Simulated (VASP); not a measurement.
# Rh (Fm-3m) in VASP: elastic constants with PBE

Aim: the elastic constants of Rh with PBE.

Everything below comes from runs of VASP 6.6.1. Logs are shortened: lines on timing, memory, paths and dates and some standing lists are left out, and cuts for length are marked.

### 1 The cell of the first run

The structure is cubic, space group Fm-3m (No. 225). The conventional cell has a = 3.832 Å, b = 3.832 Å, c = 3.832 Å, α = 90.00°, β = 90.00°, γ = 90.00°. Rh (site symmetry m-3m) has 12 Rh at 2.71 Å within 3.6 Å.

### 2 Elastic constants, PBE

INCAR

```
ALGO = Normal
EDIFF = 1E-8
ENCUT = 600
GGA = PE
IBRION = 6
ISIF = 3
ISMEAR = -1
LASPH = True
LCHARG = False
LREAL = False
LWAVE = False
NELM = 100
NFREE = 2
NSW = 1
POTIM = 0.015
PREC = Accurate
SIGMA = 0.1
```

KPOINTS

```
k-points
0
Gamma
  20 20 20
```

POSCAR

```
Rh
1.0
    0.0000000000      1.9159492436      1.9159492436
    1.9159492436      0.0000000000      1.9159492436
    1.9159492436      1.9159492436      0.0000000000
Rh
1
Direct
    0.0000000000      0.0000000000      0.0000000000
```

Potentials or basis: VASP PAW PBE potentials, release 64 (Rh_pv).

Run with:

```
cat potpaw_PBE.64/Rh_pv/POTCAR > POTCAR
mpirun -np 1 vasp_std > vasp.out
```

OUTCAR:

```text
EDIFF = 1E-8
   ENCUT = 600
   GGA = PE
   IBRION = 6
   ISIF = 3
   ISMEAR = -1
   LASPH = True
   LREAL = False
   NELM = 100
   NFREE = 2
   NSW = 1
   POTIM = 0.015
   PREC = Accurate

 ion  position               nearest neighbor table
   1  0.000  0.000  0.000-

  LATTYP: Found a face centered cubic cell.
 ALAT       =     3.8318984872

  Lattice vectors:

 A1 = (   0.0000000000,   1.9159492436,   1.9159492436)
 A2 = (   1.9159492436,   0.0000000000,   1.9159492436)
 A3 = (   1.9159492436,   1.9159492436,   0.0000000000)

Analysis of symmetry for initial positions (statically):
=====================================================================
 Subroutine PRICEL returns:
 Original cell was already a primitive cell.

 Routine SETGRP: Setting up the symmetry group for a
 face centered cubic supercell.

 Subroutine GETGRP returns: Found 48 space group operations
 (whereof 48 operations were pure point group operations)
 out of a pool of 48 trial point group operations.

The static configuration has the point symmetry O_h .

Analysis of symmetry for dynamics (positions and initial velocities):
=====================================================================
 Subroutine PRICEL returns:
 Original cell was already a primitive cell.

 Routine SETGRP: Setting up the symmetry group for a
 face centered cubic supercell.

 Subroutine GETGRP returns: Found 48 space group operations
 (whereof 48 operations were pure point group operations)
 out of a pool of 48 trial point group operations.

The dynamic configuration has the point symmetry O_h .

 Subroutine INISYM returns: Found 48 space group operations
 (whereof 48 operations are pure point group operations),
 and found     1 'primitive' translations

----------------------------------------------------------------------------------------

                                     Primitive cell

  volume of cell :      14.0664

  direct lattice vectors                    reciprocal lattice vectors
     0.000000000  1.915949244  1.915949244    -0.260967247  0.260967247  0.260967247
     1.915949244  0.000000000  1.915949244     0.260967247 -0.260967247  0.260967247
     1.915949244  1.915949244  0.000000000     0.260967247  0.260967247 -0.260967247

  length of vectors
     2.709561405  2.709561405  2.709561405     0.452008531  0.452008531  0.452008531

  position of ions in fractional coordinates (direct lattice)
     0.000000000  0.000000000  0.000000000

  ion indices of the primitive-cell ions
   primitive index   ion index
                 1           1

----------------------------------------------------------------------------------------

 KPOINTS: k-points

Automatic generation of k-mesh.
 Grid dimensions read from file:
 generate k-points for:   20   20   20

 Generating k-lattice:

  Cartesian coordinates                     Fractional coordinates (reciprocal lattice)
    -0.013048362  0.013048362  0.013048362     0.050000000  0.000000000  0.000000000
     0.013048362 -0.013048362  0.013048362     0.000000000  0.050000000  0.000000000
     0.013048362  0.013048362 -0.013048362     0.000000000  0.000000000  0.050000000

  Length of vectors
     0.022600427  0.022600427  0.022600427
[... 91 lines left out ...]
   NGX = 11   NGY = 11   NGZ = 11

--------------------------------------- Ionic step        1  -------------------------------------------

 number of electron      15.0000000 magnetization

 Free energy of the ion-electron system (eV)
  ---------------------------------------------------
  ext. energy  EPLUGINS =         0.00000000
  ---------------------------------------------------
  free energy    TOTEN  =        -7.28128865 eV

  energy without entropy =       -7.23562091  energy(sigma->0) =       -7.25845478

------------------------ aborting loop because EDIFF is reached ----------------------------------------

  FORCE on cell =-STRESS in cart. coord.  units (eV):
  Direction    XX          YY          ZZ          XY          YZ          ZX
  --------------------------------------------------------------------------------------
  -------------------------------------------------------------------------------------
  Total       -0.0075982     -0.0075982     -0.0075982      0.0000000      0.0000000     -0.0000000
  in kB       -0.8654483     -0.8654483     -0.8654483      0.0000000      0.0000000     -0.0000000
  external PRESSURE =      -0.8654483 kB  Pullay stress =       0.0000000 kB
[... 86 lines left out ...]
  FREE ENERGIE OF THE ION-ELECTRON SYSTEM (eV)
  ---------------------------------------------------
  free  energy   TOTEN  =        -7.2772788160 eV

  energy  without entropy=       -7.2328587208  energy(sigma->0) =       -7.25506877

[... ionic steps 4 to 12 ...]

--------------------------------------- Ionic step       13  -------------------------------------------

 number of electron      15.0000000 magnetization

------------------------ aborting loop because EDIFF is reached ----------------------------------------
[... 65 lines left out ...]
--------------------------------------- Ionic step       15  -------------------------------------------

 number of electron      15.0000000 magnetization

 Free energy of the ion-electron system (eV)
  ---------------------------------------------------
  ext. energy  EPLUGINS =         0.00000000
  ---------------------------------------------------
  free energy    TOTEN  =        -7.28128886 eV

  energy without entropy =       -7.23562113  energy(sigma->0) =       -7.25845500

 E-fermi :  11.4816     XC(G=0): -13.8841

 val. band max:       11.4808417751   @ k =  -0.3000   0.2500   0.1000
 cond. band min:      11.4875465553   @ k =   0.3500   0.1000   0.0000
 fundamental gap:      0.0067047802
 Fermi energy:        11.4816019854

 k-point     1 :       0.0000    0.0000    0.0000
  band No.  band energies     occupation
      1     -34.8472      2.00000
      2     -34.8472      2.00000
      3     -34.8472      2.00000
      4       3.6983      2.00000
      5       8.5214      2.00000
      6       8.5214      2.00000
      7       8.5214      2.00000
      8      10.5325      1.99985
      9      10.5325      1.99985
     10      27.4993      0.00000
     11      32.0968      0.00000
[... 309 lines left out ...]
 k-point    24 :      -0.3500    0.0500    0.0000
  band No.  band energies     occupation
      1     -35.4110      2.00000
      2     -34.9441      2.00000
      3     -34.9217      2.00000
      4       5.7614      2.00000
      5       8.5816      2.00000
      6       8.6632      2.00000
      7       9.9487      2.00000
      8      11.3043      1.70962
      9      12.0341      0.00794
     10      22.6528      0.00000
     11      27.8497      0.00000

 [... further k-points ...]
[... 5 lines left out ...]
  --------------------------------------------------------------------------------------
  -------------------------------------------------------------------------------------
  Total       -0.0074968     -0.0074968     -0.0074968      0.0000000      0.0000000      0.0000000
  in kB       -0.8538947     -0.8538947     -0.8538947      0.0000000      0.0000000      0.0000000
  external PRESSURE =      -0.8538947 kB  Pullay stress =       0.0000000 kB
[... 16 lines left out ...]
  FREE ENERGIE OF THE ION-ELECTRON SYSTEM (eV)
  ---------------------------------------------------
  free  energy   TOTEN  =        -7.2812888642 eV

  energy  without entropy=       -7.2356211314  energy(sigma->0) =       -7.25845500

 INTERNAL STRAIN TENSORS FROM STRAINED CELLS
 ============================================

 INTERNAL STRAIN TENSOR FOR ION    1 for displacements in x,y,z  (eV/Angst):
          X           Y           Z          XY          YZ          ZX
  --------------------------------------------------------------------------------
  x    -0.00000    -0.00000     0.00000     0.00000    -0.00000    -0.00000
  y     0.00000     0.00000    -0.00000     0.00000    -0.00000     0.00000
  z     0.00000     0.00000     0.00000    -0.00000     0.00000    -0.00000

 INTERNAL STRAIN TENSORS FROM DISPLACED ATOMS
 ============================================

 INTERNAL STRAIN TENSOR FOR ION    1 for displacements in x,y,z  (eV/Angst):
          X           Y           Z          XY          YZ          ZX
  --------------------------------------------------------------------------------
  x     0.00000     0.00000     0.00000     0.00000     0.00000     0.00000
  y     0.00000     0.00000     0.00000     0.00000     0.00000     0.00000
  z     0.00000     0.00000     0.00000     0.00000     0.00000     0.00000

 Eigenvectors and eigenvalues of the dynamical matrix
 ----------------------------------------------------

   1 f  =    0.000000 THz     0.000000 2PiTHz    0.000000 cm-1     0.000000 meV
             X         Y         Z           dx          dy          dz
      0.000000  0.000000  0.000000     1.000000    0.000000    0.000000

   2 f  =    0.000000 THz     0.000000 2PiTHz    0.000000 cm-1     0.000000 meV
             X         Y         Z           dx          dy          dz
      0.000000  0.000000  0.000000     0.000000    0.000000    1.000000

   3 f  =    0.000000 THz     0.000000 2PiTHz    0.000000 cm-1     0.000000 meV
             X         Y         Z           dx          dy          dz
      0.000000  0.000000  0.000000     0.000000   -1.000000    0.000000

--------------------------------------------------------------------------------------------------------

 ELASTIC MODULI CONTR FROM IONIC RELAXATION (kBar)
 Direction    XX          YY          ZZ          XY          YZ          ZX
 --------------------------------------------------------------------------------
 XX           0.0000      0.0000      0.0000      0.0000      0.0000      0.0000
 YY           0.0000      0.0000      0.0000      0.0000      0.0000      0.0000
 ZZ           0.0000      0.0000      0.0000      0.0000      0.0000      0.0000
 XY           0.0000      0.0000      0.0000      0.0000      0.0000      0.0000
 YZ           0.0000      0.0000      0.0000      0.0000      0.0000      0.0000
 ZX           0.0000      0.0000      0.0000      0.0000      0.0000      0.0000
 --------------------------------------------------------------------------------

 TOTAL ELASTIC MODULI (kBar)
 Direction    XX          YY          ZZ          XY          YZ          ZX
 --------------------------------------------------------------------------------
 XX        4051.2494   1804.4078   1804.4078     -0.0000      0.0000     -0.0000
 YY        1804.4078   4051.2494   1804.4078      0.0000      0.0000     -0.0000
 ZZ        1804.4078   1804.4078   4051.2494     -0.0000      0.0000     -0.0000
 XY          -0.0000      0.0000     -0.0000   1831.3406      0.0000      0.0000
 YZ           0.0000      0.0000      0.0000      0.0000   1831.3406      0.0000
 ZX          -0.0000     -0.0000     -0.0000      0.0000      0.0000   1831.3406
 --------------------------------------------------------------------------------
```

Run time: 13 min. Hardware: 1 thread of Intel Xeon 6975P-C (Granite Rapids), shared host; peak memory 0.79 GiB.

What came out:

| Item | Value |
| --- | --- |
| Elastic constants C11, C12, C44 | 405, 180, 183 GPa |
| Voigt bulk modulus | 255 GPa |

Elastic tensor in Voigt notation (GPa, in the Cartesian axes of the cell as first typed):
```
405 180 180   0   0   0
180 405 180   0   0   0
180 180 405   0   0   0
  0   0   0 183   0   0
  0   0   0   0 183   0
  0   0   0   0   0 183
```

Clamped-ion elastic tensor (GPa):
```
405 180 180   0   0   0
180 405 180   0   0   0
180 180 405   0   0   0
  0   0   0 183   0   0
  0   0   0   0 183   0
  0   0   0   0   0 183
```
